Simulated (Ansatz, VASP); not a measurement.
## One calculation of CaO, two programs

```
Ca O
1.0
     0.00000    2.64492    2.25308
     2.64492    0.00000    2.25308
     2.64492    2.64492    0.00000
Ca O
1 1
Cartesian
  0.0000 0.0000 0.0000
  2.6449 2.6449 2.2531
```

Change from the starting cell: strain +0.080 along x and y, -0.080 along z, atoms carried along.

Alike in both runs: task single point; functional PBE; k mesh 8 × 8 × 8; occupations gaussian, width 0.05 eV; no spin polarisation.

```csv
,VASP,Ansatz
version,VASP 6.6.1,Ansatz 0.2.0
potentials or method,"VASP PAW PBE potentials, release 64 (Ca_sv, O), cutoff 600 eV","scalar-relativistic, plane waves, PAW"
valence electrons in the cell,16,16
```

```tsv
	VASP	Ansatz	Ansatz less VASP
gap on the k mesh at the Fermi level (eV)	3.11	3.13	+0.021
least direct gap on the mesh (eV)	3.11	3.13	+0.021
pressure (GPa)	-4.0	-4.4	-0.37
traceless stress, the component that is largest in VASP (GPa)	12.65	12.06	-0.586
```
